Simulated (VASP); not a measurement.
# SnS2 (Berndtite-2T) (P-3m1) in VASP: density of states with PBE+D3(BJ)

Aim: the density of states of SnS2 (Berndtite-2T) with PBE+D3(BJ).

Everything below comes from runs of VASP 6.6.1. Logs are shortened: lines on timing, memory, paths and dates and some standing lists are left out, and cuts for length are marked.

## (1) The cell of the first run

The structure is trigonal, space group P-3m1 (No. 164). Conventional cell: a = 3.669 Å, b = 3.669 Å, c = 5.810 Å, α = 90.00°, β = 90.00°, γ = 120.00°. Sn (site symmetry -3m) has 6 S at 2.58 Å within 3.4 Å. S (site symmetry 3m) has 3 Sn at 2.58 Å within 3.4 Å.

## (2) Density of states, PBE+D3(BJ)

Contents of POSCAR:

```
SnS2
1.0
    3.6686266267      0.0000000000      0.0000000000
   -1.8343133133      3.1771238557      0.0000000000
    0.0000000000      0.0000000000      5.8096313574
Sn S
1 2
Direct
    0.0000000000      0.0000000000      0.0000000000
    0.3333333333      0.6666666667      0.2544694042
    0.6666666667      0.3333333333      0.7455305958
```

Contents of INCAR.step1:

```
SYSTEM = SnS2
ALGO = Normal ; EDIFF = 1E-6
ENCUT = 400 ; GGA = PE
GGA_COMPAT = .False. ; ISIF = 2
ISMEAR = 0 ; IVDW = 12
LASPH = .True. ; LCHARG = .True.
LORBIT = 11 ; LREAL = .False.
LWAVE = .False. ; NBANDS = 20
NEDOS = 2001 ; NELM = 120
PREC = Accurate ; SIGMA = 0.02
```

Contents of KPOINTS.step1:

```
k-points
0
Gamma
  9 9 6
  0 0 0
```

Contents of INCAR.step2:

```
SYSTEM = SnS2
ALGO = Normal ; EDIFF = 1E-6
ENCUT = 400 ; GGA = PE
GGA_COMPAT = .False. ; ICHARG = 11
ISIF = 2 ; ISMEAR = -5
IVDW = 12 ; LASPH = .True.
LCHARG = .False. ; LORBIT = 10
LREAL = .False. ; LWAVE = .False.
NEDOS = 1001 ; NELM = 120
PREC = Accurate ; SIGMA = 0.02
```

Contents of KPOINTS.step2:

```
k-points
0
Gamma
  14 14 9
  0 0 0
```

Potentials or basis: VASP PAW PBE potentials, release 64 (Sn_d, S).

Started as:

```sh
cat potpaw_PBE.64/Sn_d/POTCAR potpaw_PBE.64/S/POTCAR > POTCAR
cp INCAR.step1 INCAR
cp KPOINTS.step1 KPOINTS
mpirun -np 1 vasp_std > vasp.out
cp INCAR.step2 INCAR
cp KPOINTS.step2 KPOINTS
mpirun -np 1 vasp_std > vasp.out
```

OUTCAR:

```text
SYSTEM = SnS2
   EDIFF = 1E-6
   ENCUT = 400
   GGA = PE
   ICHARG = 11
   ISIF = 2
   ISMEAR = -5
   IVDW = 12
   LASPH = .True.
   LORBIT = 10
   LREAL = .False.
   NELM = 120
   PREC = Accurate
 IVDW          = 12

 ion  position               nearest neighbor table
   1  0.000  0.000  0.000-   2 2.58   3 2.58   2 2.58   3 2.58   3 2.58   2 2.58
   2  0.333  0.667  0.254-   1 2.58   1 2.58   1 2.58
   3  0.667  0.333  0.746-   1 2.58   1 2.58   1 2.58

  LATTYP: Found a hexagonal cell.
 ALAT       =     3.6686266267
 C/A-ratio  =     1.5835984276

  Lattice vectors:

 A1 = (   3.6686266267,   0.0000000000,   0.0000000000)
 A2 = (  -1.8343133133,   3.1771238557,   0.0000000000)
 A3 = (   0.0000000000,   0.0000000000,   5.8096313574)

Analysis of symmetry for initial positions (statically):
=====================================================================
 Subroutine PRICEL returns:
 Original cell was already a primitive cell.

 Routine SETGRP: Setting up the symmetry group for a
 hexagonal supercell.

 Subroutine GETGRP returns: Found 12 space group operations
 (whereof 12 operations were pure point group operations)
 out of a pool of 24 trial point group operations.

The static configuration has the point symmetry D_3d.

Analysis of symmetry for dynamics (positions and initial velocities):
=====================================================================
 Subroutine PRICEL returns:
 Original cell was already a primitive cell.

 Routine SETGRP: Setting up the symmetry group for a
 hexagonal supercell.

 Subroutine GETGRP returns: Found 12 space group operations
 (whereof 12 operations were pure point group operations)
 out of a pool of 24 trial point group operations.

The dynamic configuration has the point symmetry D_3d.

 Subroutine INISYM returns: Found 12 space group operations
 (whereof 12 operations are pure point group operations),
 and found     1 'primitive' translations

----------------------------------------------------------------------------------------

                                     Primitive cell

  volume of cell :      67.7152

  direct lattice vectors                    reciprocal lattice vectors
     3.668626627  0.000000000  0.000000000     0.272581568  0.157375042  0.000000000
    -1.834313313  3.177123856  0.000000000     0.000000000  0.314750084  0.000000000
     0.000000000  0.000000000  5.809631357     0.000000000  0.000000000  0.172127961

  length of vectors
     3.668626627  3.668626627  5.809631357     0.314750084  0.314750084  0.172127961

  position of ions in fractional coordinates (direct lattice)
     0.000000000  0.000000000  0.000000000
     0.333333333  0.666666667  0.254469404
[... 94 lines left out ...]
   EMIN   =  10.00;   EMAX   =-10.00  energy-range for DOS
   EFERMI =   0.00;   METHOD = LEGACY
   ISMEAR =    -5;   SIGMA  =   0.02  broadening in eV -4-tet -1-fermi 0-gaus
   EFERMI_NEDOS =   21; number of points for ismear=-14 and -15
   IALGO  =     38    algorithm
   IMIX   =      4    mixing-type and parameters
     AMIX     =   0.40;   BMIX     =  1.00
     AMIX_MAG =   1.60;   BMIX_MAG =  1.00
  volume/ion in A,a.u.               =      22.57       152.32
  Fermi-wavevector in a.u.,A,eV,Ry     =   1.189882  2.248551 19.263387  1.415819
  Thomas-Fermi vector in A             =   2.325979
   LORBIT       =     10    0 simple, 1 ext, 2 COOP (PROOUT), +10 PAW based schemes
   GGA     = PE    functional components
   LHFCALC =     F    Hartree Fock is set to
   AEXX    =    0.0000 exact exchange contribution
   IVDW    =    12    specifies the selected vdW correction
   LEPSILON=     F    determine dielectric tensor
   LRPA    =     F    only Hartree local field effects (RPA)
 non-spin polarized calculation
 Fermi weights with tetrahedron method with Bloechl corrections
  energy-cutoff  :      400.00
  volume of cell :       67.72
 maximum number of plane-waves:      1246

 number of electron      26.0000017 magnetization

 Free energy of the ion-electron system (eV)
  ---------------------------------------------------
  ext. energy  EPLUGINS =         0.00000000
  ---------------------------------------------------
  free energy    TOTEN  =       -13.15465594 eV

  energy without entropy =      -13.15465594  energy(sigma->0) =      -13.15465594

 E-fermi :   4.8580     XC(G=0):  -9.6595

 val. band max:        4.8368818743   @ k =   0.0714   0.0714   0.0000
 cond. band min:       6.0874499814   @ k =   0.0000   0.4286   0.3333
 fundamental gap:      1.2505681071
 Fermi energy:         4.8580338099

 k-point     1 :       0.0000    0.0000    0.0000
  band No.  band energies     occupation
      1     -16.1978      2.00000
      2     -16.1978      2.00000
      3     -16.1526      2.00000
      4     -16.1280      2.00000
      5     -16.1280      2.00000
      6      -8.9777      2.00000
[... 457 lines left out ...]
      4     -16.1190      2.00000
      5     -16.1033      2.00000
      6      -6.6787      2.00000
[... 9 lines left out ...]
     16      11.6403      0.00000
     17      12.3333      0.00000

 [... further k-points ...]

------------------------ aborting loop because EDIFF is reached ----------------------------------------

 Edisp (eV)   -0.98425

 E8    (eV) :    -0.4022

  FORCE on cell =-STRESS in cart. coord.  units (eV):
  Direction    XX          YY          ZZ          XY          YZ          ZX
  --------------------------------------------------------------------------------------
  -------------------------------------------------------------------------------------
  Total      -0.04485    -0.04485    -0.03978    -0.00000    -0.00000    -0.00000
  in kB      -1.06118    -1.06118    -0.94120    -0.00000    -0.00000    -0.00000
  external pressure =       -1.02 kB  Pullay stress =        0.00 kB

 VOLUME and BASIS-vectors are now :
 -----------------------------------------------------------------------------
  energy-cutoff  :      400.00
  volume of cell :       67.72
      direct lattice vectors                 reciprocal lattice vectors
     3.668626627  0.000000000  0.000000000     0.272581568  0.157375042  0.000000000
    -1.834313313  3.177123856  0.000000000     0.000000000  0.314750084  0.000000000
     0.000000000  0.000000000  5.809631357     0.000000000  0.000000000  0.172127961

 POSITION                                       TOTAL-FORCE (eV/Angst)
 -----------------------------------------------------------------------------------
      0.00000      0.00000      0.00000         0.000000      0.000000      0.000000
     -0.00000      2.11808      1.47837        -0.000000      0.000000     -0.002819
      1.83431      1.05904      4.33126         0.000000     -0.000000      0.002819
 -----------------------------------------------------------------------------------
    total drift:                               -0.000000      0.000000      0.000000

  FREE ENERGIE OF THE ION-ELECTRON SYSTEM (eV)
  ---------------------------------------------------
  free  energy   TOTEN  =       -14.1389034238 eV

  energy  without entropy=      -14.1389034238  energy(sigma->0) =      -14.13890342

 total charge

# of ion       s       p       d       tot
------------------------------------------
    1        1.023   1.030  10.138  12.191
    2        1.367   2.331   0.000   3.698
    3        1.367   2.331   0.000   3.698
--------------------------------------------------
tot          3.756   5.693  10.138  19.588
```

Run time: 2.6 min. Hardware: 1 thread of AMD EPYC 7R13, shared host; peak memory 0.23 GiB.

What came out:

| Property | Result |
| --- | --- |
| Valence electrons inside the program's atomic spheres | Sn 12.19; S 3.70 |
| Dispersion energy per atom | -0.328 eV |

Caveat: spin-orbit coupling is left out, which moves the levels of the heavy elements.
